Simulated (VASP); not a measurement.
# Na (P6_3/mmc) in VASP: a series of runs

The runs below take Na through density of states, with PBEsol.

Everything below comes from runs of VASP 6.6.1. Logs are shortened: lines on timing, memory, paths and dates and some standing lists are left out, and cuts for length are marked.

## (1) The cell of the first run

It takes space group P6_3/mmc (No. 194, hexagonal). The conventional cell has a = 3.054 Å, b = 3.054 Å, c = 4.960 Å, α = 90.00°, β = 90.00°, γ = 120.00°. Na (site symmetry -6m2) has 12 Na at 3.04 to 3.05 Å within 4.0 Å.

## (2) Density of states, PBEsol (volume scaled by 0.55)

POSCAR

```
Na
1.0
    3.0540628051      0.0000000000      0.0000000000
   -1.5270314026      2.6448959740      0.0000000000
    0.0000000000      0.0000000000      4.9600822028
Na
2
Direct
    0.3333333333      0.6666666667      0.2500000000
    0.6666666667      0.3333333333      0.7500000000
```

INCAR.step1

```
SYSTEM = Na
  PREC = Accurate
  ENCUT = 520
  EDIFF = 1E-7
  ISMEAR = -1
  SIGMA = 0.08
  LREAL = .FALSE.
  LASPH = .TRUE.
  NELM = 80
  ALGO = Normal
  ISIF = 2
  LWAVE = .FALSE.
  LCHARG = .TRUE.
  GGA = PS
  NBANDS = 14
```

KPOINTS.step1

```
regular mesh
0
G
  12 12 7
  0 0 0
```

INCAR.step2

```
SYSTEM = Na
  PREC = Accurate
  ENCUT = 520
  EDIFF = 1E-7
  ISMEAR = -5
  SIGMA = 0.08
  LREAL = .FALSE.
  LASPH = .TRUE.
  NELM = 80
  ALGO = Normal
  ISIF = 2
  LWAVE = .FALSE.
  LCHARG = .FALSE.
  GGA = PS
  LORBIT = 10
  NEDOS = 2001
  ICHARG = 11
```

KPOINTS.step2

```
regular mesh
0
G
  18 18 11
  0 0 0
```

Potentials or basis: VASP PAW PBE potentials, release 64 (Na_pv).

Run with:

```
$ cat potpaw_PBE.64/Na_pv/POTCAR > POTCAR
$ cp INCAR.step1 INCAR
$ cp KPOINTS.step1 KPOINTS
$ mpirun -np 1 vasp_std > vasp.out
$ cp INCAR.step2 INCAR
$ cp KPOINTS.step2 KPOINTS
$ mpirun -np 1 vasp_std > vasp.out
```

OUTCAR:

```text
SYSTEM = Na
   PREC = Accurate
   ENCUT = 520
   EDIFF = 1E-7
   ISMEAR = -5
   LREAL = .FALSE.
   LASPH = .TRUE.
   NELM = 80
   ISIF = 2
   GGA = PS
   LORBIT = 10
   ICHARG = 11

 ion  position               nearest neighbor table
   1  0.333  0.667  0.250-
   2  0.667  0.333  0.750-

  LATTYP: Found a hexagonal cell.
 ALAT       =     3.0540628051
 C/A-ratio  =     1.6240930588

  Lattice vectors:

 A1 = (   3.0540628051,   0.0000000000,   0.0000000000)
 A2 = (  -1.5270314026,   2.6448959740,   0.0000000000)
 A3 = (   0.0000000000,   0.0000000000,   4.9600822028)

Analysis of symmetry for initial positions (statically):
=====================================================================
 Subroutine PRICEL returns:
 Original cell was already a primitive cell.

 Routine SETGRP: Setting up the symmetry group for a
 hexagonal supercell.

 Subroutine GETGRP returns: Found 24 space group operations
 (whereof 12 operations were pure point group operations)
 out of a pool of 24 trial point group operations.

The static configuration has the point symmetry D_3d.
 The point group associated with its full space group is D_6h.

Analysis of symmetry for dynamics (positions and initial velocities):
=====================================================================
 Subroutine PRICEL returns:
 Original cell was already a primitive cell.

 Routine SETGRP: Setting up the symmetry group for a
 hexagonal supercell.

 Subroutine GETGRP returns: Found 24 space group operations
 (whereof 12 operations were pure point group operations)
 out of a pool of 24 trial point group operations.

The dynamic configuration has the point symmetry D_3d.
 The point group associated with its full space group is D_6h.

 Subroutine INISYM returns: Found 24 space group operations
 (whereof 12 operations are pure point group operations),
 and found     1 'primitive' translations

----------------------------------------------------------------------------------------

                                     Primitive cell

  volume of cell :      40.0659

  direct lattice vectors                    reciprocal lattice vectors
     3.054062805  0.000000000  0.000000000     0.327432690  0.189043352  0.000000000
    -1.527031403  2.644895974  0.000000000     0.000000000  0.378086704  0.000000000
     0.000000000  0.000000000  4.960082203     0.000000000  0.000000000  0.201609562

  length of vectors
     3.054062805  3.054062805  4.960082203     0.378086704  0.378086704  0.201609562

  position of ions in fractional coordinates (direct lattice)
     0.333333333  0.666666667  0.250000000
     0.666666667  0.333333333  0.750000000

  ion indices of the primitive-cell ions
   primitive index   ion index
                 1           1
                 2           2

----------------------------------------------------------------------------------------

 KPOINTS: regular mesh

Automatic generation of k-mesh.
 Grid dimensions read from file:
 generate k-points for:   18   18   11

 Generating k-lattice:

  Cartesian coordinates                     Fractional coordinates (reciprocal lattice)
     0.018190705  0.010502408  0.000000000     0.055555556  0.000000000  0.000000000
     0.000000000  0.021004817  0.000000000     0.000000000  0.055555556  0.000000000
     0.000000000  0.000000000  0.018328142     0.000000000  0.000000000  0.090909091

  Length of vectors
     0.021004817  0.021004817  0.018328142

  Shift w.r.t. Gamma in fractional coordinates (k-lattice)
     0.000000000  0.000000000  0.000000000

 TETIRR: Found   3464 inequivalent tetrahedra from    21384

 Subroutine IBZKPT returns following result:
 ===========================================

 Found    222 irreducible k-points:

 Following reciprocal coordinates:
            Coordinates               Weight
  0.000000  0.000000  0.000000      1.000000
  0.055556  0.000000  0.000000      6.000000
  0.111111  0.000000  0.000000      6.000000
  0.166667 -0.000000  0.000000      6.000000
  0.222222  0.000000  0.000000      6.000000
  0.277778  0.000000  0.000000      6.000000
[... 16 lines left out ...]
  0.333333  0.111111  0.000000     12.000000
  0.388889  0.111111  0.000000     12.000000
 [... further k-points ...]
   k-points           NKPTS =    222   k-points in BZ     NKDIM =    222   number of bands    NBANDS=     11
   number of dos      NEDOS =   2001   number of ions     NIONS =      2
   total plane-waves  NPLWV =  23040
   dimension x,y,z NGX =    24 NGY =   24 NGZ =   40
   dimension x,y,z NGXF=    48 NGYF=   48 NGZF=   80
   ions per type =               2
   NGX,Y,Z   is equivalent  to a cutoff of  13.06, 13.06, 13.41 a.u.
   NGXF,Y,Z  is equivalent  to a cutoff of  26.13, 26.13, 26.81 a.u.
 SYSTEM =  Na
   PREC   = accura    normal or accurate (medium, high low for compatibility)
   ISTART =      0    job   : 0-new  1-cont  2-samecut
   ICHARG =     11    charge: 1-file 2-atom 10-const
   ISPIN  =      1    spin polarized calculation?
   LNONCOLLINEAR =      F non collinear calculations
   LSORBIT =      F    spin-orbit coupling
   LASPH  =      T    aspherical Exc in radial PAW
   ENCUT  =  520.0 eV  38.22 Ry    6.18 a.u.   5.68  5.68  9.22*2*pi/ulx,y,z
   NELM   =     80;   NELMIN=  2; NELMDL=  0     # of ELM steps
   EDIFF  = 0.1E-06   stopping-criterion for ELM
   LREAL  =      F    real-space projection
   EDIFFG = 0.1E-05   stopping-criterion for IOM
   NSW    =      0    number of steps for IOM
   IBRION =     -1    ionic relax: 0-MD 1-quasi-New 2-CG
   NFREE  =      0    steps in history (QN), initial steepest desc. (CG)
   ISIF   =      2    stress and relaxation
   ISYM   =      2    0-nonsym 1-usesym 2-fastsym
   POTIM  = 0.5000    time-step for ionic-motion
   TEBEG  =    0.0;   TEEND  =   0.0 temperature during run
   PSTRESS=    0.0 pullay stress
   NELECT =      14.0000    total number of electrons
   NUPDOWN=      -1.0000    fix difference up-down
   EMIN   =  10.00;   EMAX   =-10.00  energy-range for DOS
   EFERMI =   0.00;   METHOD = LEGACY
   ISMEAR =    -5;   SIGMA  =   0.08  broadening in eV -4-tet -1-fermi 0-gaus
   EFERMI_NEDOS =   21; number of points for ismear=-14 and -15
   IALGO  =     38    algorithm
   IMIX   =      4    mixing-type and parameters
     AMIX     =   0.40;   BMIX     =  1.00
     AMIX_MAG =   1.60;   BMIX_MAG =  1.00
  volume/ion in A,a.u.               =      20.03       135.19
  Fermi-wavevector in a.u.,A,eV,Ry     =   1.153079  2.179003 18.090184  1.329591
  Thomas-Fermi vector in A             =   2.289725
   LORBIT       =     10    0 simple, 1 ext, 2 COOP (PROOUT), +10 PAW based schemes
   GGA     = PS    functional components
   LHFCALC =     F    Hartree Fock is set to
   AEXX    =    0.0000 exact exchange contribution
   IVDW    =     0    specifies the selected vdW correction
   LEPSILON=     F    determine dielectric tensor
   LRPA    =     F    only Hartree local field effects (RPA)
 non-spin polarized calculation
 Fermi weights with tetrahedron method with Bloechl corrections
  energy-cutoff  :      520.00
  volume of cell :       40.07
 maximum number of plane-waves:      1099
 NGX is ok and might be reduce to    24

 number of electron      13.9999981 magnetization

 Free energy of the ion-electron system (eV)
  ---------------------------------------------------
  ext. energy  EPLUGINS =         0.00000000
  ---------------------------------------------------
  free energy    TOTEN  =        -1.90251868 eV

  energy without entropy =       -1.90251868  energy(sigma->0) =       -1.90251868

 E-fermi :   2.8464     XC(G=0):  -8.4036

 val. band max:        2.7993627361   @ k =   0.3889   0.1111   0.2727
 cond. band min:       2.8366272759   @ k =   0.2222   0.1667   0.3636
 fundamental gap:      0.0372645398
 Fermi energy:         2.8463759550

 k-point     1 :       0.0000    0.0000    0.0000
  band No.  band energies     occupation
      1     -22.1192      2.00000
      2     -21.8806      2.00000
      3     -21.8806      2.00000
      4     -21.8477      2.00000
      5     -21.8477      2.00000
      6     -21.8473      2.00000
      7      -2.0438      2.00000
      8       3.5287      0.00000
      9       4.4916      0.00000
     10      16.6019      0.00000
     11      16.6070      0.00000

 k-point     2 :       0.0556    0.0000    0.0000
  band No.  band energies     occupation
      1     -22.1162      2.00000
      2     -21.8866      2.00000
      3     -21.8825      2.00000
      4     -21.8541      2.00000
      5     -21.8485      2.00000
      6     -21.8482      2.00000
      7      -1.9721      2.00000
      8       3.5816      0.00000
      9       4.5577      0.00000
     10      15.2853      0.00000
     11      16.2842      0.00000

 k-point     3 :       0.1111    0.0000    0.0000
  band No.  band energies     occupation
      1     -22.1077      2.00000
      2     -21.9040      2.00000
      3     -21.8878      2.00000
      4     -21.8723      2.00000
      5     -21.8509      2.00000
      6     -21.8509      2.00000
      7      -1.7581      2.00000
      8       3.7407      0.00000
      9       4.7534      0.00000
     10      13.5888      0.00000
     11      15.7345      0.00000
[... 267 lines left out ...]
 k-point    23 :       0.3333    0.1111    0.0000
  band No.  band energies     occupation
      1     -22.0584      2.00000
      2     -22.0178      2.00000
      3     -22.0088      2.00000
      4     -21.9420      2.00000
      5     -21.8960      2.00000
      6     -21.8891      2.00000
      7       1.4557      2.00000
      8       5.6594      0.00000
      9       6.3409      0.00000
     10       7.8713      0.00000
     11      10.2873      0.00000

 k-point    24 :       0.3889    0.1111    0.0000
  band No.  band energies     occupation
      1     -22.0752      2.00000
      2     -22.0293      2.00000
      3     -21.9928      2.00000
      4     -21.9492      2.00000
      5     -21.9065      2.00000
      6     -21.8928      2.00000
      7       2.3834      2.03667
      8       4.5761      0.00000
      9       7.1475      0.00000
     10       8.2991      0.00000
     11       9.3652      0.00000

 [... further k-points ...]
[... 5 lines left out ...]
  --------------------------------------------------------------------------------------
  -------------------------------------------------------------------------------------
  Total        3.5418020      3.5418020      3.5618281     -0.0000000      0.0000000      0.0000000
  in kB      141.6313619    141.6313619    142.4321745     -0.0000000      0.0000000      0.0000000
  external PRESSURE =     141.8982994 kB  Pullay stress =       0.0000000 kB

 VOLUME and BASIS-vectors are now :
 -----------------------------------------------------------------------------
  energy-cutoff  :      520.00
  volume of cell :       40.07
      direct lattice vectors                 reciprocal lattice vectors
     3.054062805  0.000000000  0.000000000     0.327432690  0.189043352  0.000000000
    -1.527031403  2.644895974  0.000000000     0.000000000  0.378086704  0.000000000
     0.000000000  0.000000000  4.960082203     0.000000000  0.000000000  0.201609562

 POSITION                                       TOTAL-FORCE (eV/Angst)
 -----------------------------------------------------------------------------------
     -0.00000      1.76326      1.24002        -0.000000     -0.000000      0.000000
      1.52703      0.88163      3.72006         0.000000      0.000000     -0.000000
 -----------------------------------------------------------------------------------
    total drift:                               -0.000000      0.000000     -0.000000

  FREE ENERGIE OF THE ION-ELECTRON SYSTEM (eV)
  ---------------------------------------------------
  free  energy   TOTEN  =        -1.9025186825 eV

  energy  without entropy=       -1.9025186825  energy(sigma->0) =       -1.90251868

 total charge

# of ion       s       p       d       tot
------------------------------------------
    1        0.160   6.000   0.000   6.161
    2        0.160   6.000   0.000   6.161
--------------------------------------------------
tot          0.321  12.001   0.000  12.322
```

Wall time 57 s (1 thread of Intel Xeon Platinum 8259CL at 2.50GHz (Skylake/Cascade Lake), shared host); peak memory 0.2 GiB.

What came out:

```yaml
Valence_electrons_inside_the_program's_atomic_spheres: Na 6.16
```

Caveat: the cell differs from its parent crystal (volume scaled by 0.55); the PAW data sets were made with another functional, which shifts forces and pressure a little; tetrahedron occupations give inexact forces and stress in metals.

## (3) Density of states, PBEsol

This run uses another cell than the first one, of 36.42 Å³/atom, 1.818 times its volume.

POSCAR

```
Na
1.0
    3.7275522004      0.0000000000      0.0000000000
   -1.8637761002      3.2281548995      0.0000000000
    0.0000000000      0.0000000000      6.0538916549
Na
2
Direct
    0.3333333333      0.6666666667      0.2500000000
    0.6666666667      0.3333333333      0.7500000000
```

INCAR.step1

```
PREC = Accurate ; ENCUT = 520
EDIFF = 1E-6 ; ISMEAR = -1
SIGMA = 0.08 ; LREAL = F
LASPH = T ; NELM = 60
ALGO = Normal ; ISIF = 2
LWAVE = F ; LCHARG = T
GGA = PS ; NBANDS = 14
```

KPOINTS.step1

```
Automatic mesh
0
Gamma
  12 12 7
```

INCAR.step2

```
PREC = Accurate ; ENCUT = 520
EDIFF = 1E-6 ; ISMEAR = -5
SIGMA = 0.08 ; LREAL = F
LASPH = T ; NELM = 60
ALGO = Normal ; ISIF = 2
LWAVE = F ; LCHARG = F
GGA = PS ; LORBIT = 11
NEDOS = 2001 ; ICHARG = 11
```

KPOINTS.step2

```
Automatic mesh
0
Gamma
  18 18 11
```

Potentials or basis: VASP PAW PBE potentials, release 64 (Na_pv).

Run with:

```
$ cat potpaw_PBE.64/Na_pv/POTCAR > POTCAR
$ cp INCAR.step1 INCAR
$ cp KPOINTS.step1 KPOINTS
$ mpirun -np 1 vasp_std > vasp.out
$ cp INCAR.step2 INCAR
$ cp KPOINTS.step2 KPOINTS
$ mpirun -np 1 vasp_std > vasp.out
```

OUTCAR:

```text
PREC = Accurate
   ENCUT = 520
   EDIFF = 1E-6
   ISMEAR = -5
   LREAL = F
   LASPH = T
   NELM = 60
   ISIF = 2
   GGA = PS
   LORBIT = 11
   ICHARG = 11

 ion  position               nearest neighbor table
   1  0.333  0.667  0.250-
   2  0.667  0.333  0.750-

  LATTYP: Found a hexagonal cell.
 ALAT       =     3.7275522004
 C/A-ratio  =     1.6240930588
[... 534 lines left out ...]
  --------------------------------------------------------------------------------------
  -------------------------------------------------------------------------------------
  Total       -0.0108561     -0.0108561      0.0009432     -0.0000000      0.0000000     -0.0000000
  in kB       -0.2387666     -0.2387666      0.0207452     -0.0000000      0.0000000     -0.0000000
  external PRESSURE =      -0.1522627 kB  Pullay stress =       0.0000000 kB

 VOLUME and BASIS-vectors are now :
 -----------------------------------------------------------------------------
  energy-cutoff  :      520.00
  volume of cell :       72.85
      direct lattice vectors                 reciprocal lattice vectors
     3.727552200  0.000000000  0.000000000     0.268272568  0.154887239  0.000000000
    -1.863776100  3.228154899  0.000000000     0.000000000  0.309774478  0.000000000
     0.000000000  0.000000000  6.053891655     0.000000000  0.000000000  0.165183002

 POSITION                                       TOTAL-FORCE (eV/Angst)
 -----------------------------------------------------------------------------------
     -0.00000      2.15210      1.51347        -0.000000     -0.000000     -0.000000
      1.86378      1.07605      4.54042         0.000000      0.000000      0.000000
 -----------------------------------------------------------------------------------
    total drift:                               -0.000000      0.000000     -0.000000

  FREE ENERGIE OF THE ION-ELECTRON SYSTEM (eV)
  ---------------------------------------------------
  free  energy   TOTEN  =        -2.8001888809 eV

  energy  without entropy=       -2.8001888809  energy(sigma->0) =       -2.80018888

 total charge

# of ion       s       p       d       tot
------------------------------------------
    1        0.098   5.967   0.000   6.065
    2        0.098   5.967   0.000   6.065
--------------------------------------------------
tot          0.196  11.934   0.000  12.130
```

OUTCAR.step1:

```text
PREC = Accurate
   ENCUT = 520
   EDIFF = 1E-6
   ISMEAR = -1
   LREAL = F
[... 633 lines left out ...]
     -0.00000      2.15210      1.51347        -0.000000      0.000000      0.000000
      1.86378      1.07605      4.54042         0.000000     -0.000000     -0.000000
 -----------------------------------------------------------------------------------
    total drift:                               -0.000000      0.000000      0.000000

  FREE ENERGIE OF THE ION-ELECTRON SYSTEM (eV)
  ---------------------------------------------------
  free  energy   TOTEN  =        -2.8097466594 eV

  energy  without entropy=       -2.7891275304  energy(sigma->0) =       -2.79943709
```

OSZICAR.step1:

```text
N       E                     dE             d eps       ncg     rms          rms(c)
DAV:   1     0.102048394887E+03    0.10205E+03   -0.76225E+03  2128   0.968E+02
DAV:   2     0.124743662693E+01   -0.10080E+03   -0.99582E+02  2230   0.282E+02
DAV:   3    -0.275668573910E+01   -0.40041E+01   -0.40006E+01  2710   0.635E+01
DAV:   4    -0.281303697337E+01   -0.56351E-01   -0.56349E-01  2410   0.820E+00
DAV:   5    -0.281429203908E+01   -0.12551E-02   -0.12551E-02  2716   0.123E+00    0.333E-01
DAV:   6    -0.281089399924E+01    0.33980E-02   -0.47998E-03  2578   0.107E+00    0.201E-01
DAV:   7    -0.280983846355E+01    0.10555E-02   -0.42550E-03  2680   0.878E-01    0.649E-02
DAV:   8    -0.280974601519E+01    0.92448E-04   -0.45834E-04  2722   0.380E-01    0.388E-03
DAV:   9    -0.280974665935E+01   -0.64416E-06   -0.50721E-06  2464   0.282E-02
   1 F= -.28097467E+01 E0= -.27994371E+01  d E =-.206191E-01
```

It took 1.7 min on 1 thread of Intel Xeon Platinum 8259CL at 2.50GHz (Skylake/Cascade Lake), shared host; peak memory 0.27 GiB.

Results:

- Valence electrons inside the program's atomic spheres: Na 6.07

Caveat: the PAW data sets were made with another functional, which shifts forces and pressure a little; tetrahedron occupations give inexact forces and stress in metals.

## (4) Density of states, PBEsol

This run uses another cell than the first one, of 36.42 Å³/atom, 1.818 times its volume.

POSCAR is that of step 3.

INCAR.step1

```
SYSTEM = Na
  ALGO = Normal
  EDIFF = 1E-6
  ENCUT = 520
  GGA = PS
  ISIF = 2
  ISMEAR = -1
  LASPH = .TRUE.
  LCHARG = .TRUE.
  LREAL = .FALSE.
  LWAVE = .FALSE.
  NBANDS = 14
  NELM = 100
  PREC = Accurate
  SIGMA = 0.08
```

KPOINTS.step1

```
k-points
0
G
  12 12 7
  0 0 0
```

INCAR.step2

```
SYSTEM = Na
  ALGO = Normal
  EDIFF = 1E-6
  ENCUT = 520
  GGA = PS
  ICHARG = 11
  ISIF = 2
  ISMEAR = -5
  LASPH = .TRUE.
  LCHARG = .FALSE.
  LORBIT = 11
  LREAL = .FALSE.
  LWAVE = .FALSE.
  NEDOS = 2001
  NELM = 100
  PREC = Accurate
  SIGMA = 0.08
```

KPOINTS.step2

```
k-points
0
G
  18 18 11
  0 0 0
```

Run with:

```
$ cat potpaw_PBE.64/Na_pv/POTCAR > POTCAR
$ cp INCAR.step1 INCAR
$ cp KPOINTS.step1 KPOINTS
$ mpirun -np 1 vasp_std > vasp.out
$ cp INCAR.step2 INCAR
$ cp KPOINTS.step2 KPOINTS
$ mpirun -np 1 vasp_std > vasp.out
```

Run time: 93 s. Hardware: 1 thread of Intel Xeon Platinum 8259CL at 2.50GHz (Skylake/Cascade Lake), shared host; peak memory 0.28 GiB.

The run converged. Its results:

- Valence electrons inside the program's atomic spheres: Na 6.07

Levels at points of the mesh, in eV from the Fermi level:
| k point | band 5 | band 6 | band 7 | band 8 | band 9 | band 10 |
| --- | --- | --- | --- | --- | --- | --- |
| (0.00, 0.00, 0.00) | -24.78 | -24.78 | -3.33 | 0.56 | 1.00 | 10.02 |
| (0.50, 0.00, 0.00) | -24.79 | -24.79 | 0.21 | 0.34 | 3.87 | 3.91 |

Caveat: the PAW data sets were made with another functional, which shifts forces and pressure a little; tetrahedron occupations give inexact forces and stress in metals.
